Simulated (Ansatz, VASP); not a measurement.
## PbSe in VASP and in Ansatz

Contents of INCAR:

```
  PREC = Accurate
  ENCUT = 520
  EDIFF = 1E-6
  ISMEAR = 0
  SIGMA = 0.03
  LREAL = F
  LASPH = T
  NELM = 60
  ALGO = Normal
  ISIF = 2
  LWAVE = F
  LCHARG = T
  LELF = T
  LVHAR = T
  NBANDS = 17
```

Contents of KPOINTS:

```
regular mesh
0
Gamma
  10 10 10
```

File POSCAR:

```
PbSe
1.0
    0.0000000000      2.9663944448      3.2630338893
    2.9663944448      0.0000000000      3.2630338893
    2.9663944448      2.9663944448      0.0000000000
Pb Se
1 1
Direct
    0.0000000000      0.0000000000      0.0000000000
    0.5000000000      0.5000000000      0.5000000000
```

Input for Ansatz:

```yaml
crystal:
  lattice:
    - [0.0, 2.9663944448, 3.2630338893]
    - [2.9663944448, 0.0, 3.2630338893]
    - [2.9663944448, 2.9663944448, 0.0]
  atoms:
    - { symbol: Pb, position: [0.0, 0.0, 0.0] }
    - { symbol: Se, position: [0.5, 0.5, 0.5] }
basis:
  ecutwfc: 420
kpoints:
  mp_grid: { grid: [10, 10, 10] }
hamiltonian:
  xc: lda
scf:
  occupations: { method: gaussian, width: 0.03 }
output:
  forces: true
  stress: true
  eigenvalues: true
```

Alike in both runs: task single point; functional LDA; k mesh 10 × 10 × 10; occupations gaussian, width 0.03 eV; no spin polarisation.

```csv
,VASP,Ansatz
version,VASP 6.6.1,Ansatz 0.2.0
potentials or method,"VASP PAW LDA potentials, release 64 (Pb_d, Se), cutoff 520 eV","scalar-relativistic, plane waves, PAW"
valence electrons in the cell,20,30
```

```tsv
	VASP	Ansatz	Ansatz less VASP
gap on the k mesh at the Fermi level (eV)	0.05	0.02	-0.022
least direct gap on the mesh (eV)	0.05	0.02	-0.022
pressure (GPa)	-0.9	-1.0	-0.09
traceless stress, the component that is largest in VASP (GPa)	-6.09	-6.02	+0.069
```

LDA's correlation is that of Perdew and Zunger in VASP and of Perdew and Wang (1992) in Ansatz. VASP's potentials hold 20 valence electrons a cell and Ansatz's 30, so a difference there can come from the potentials and not from the codes.

Spin-orbit coupling is off throughout.
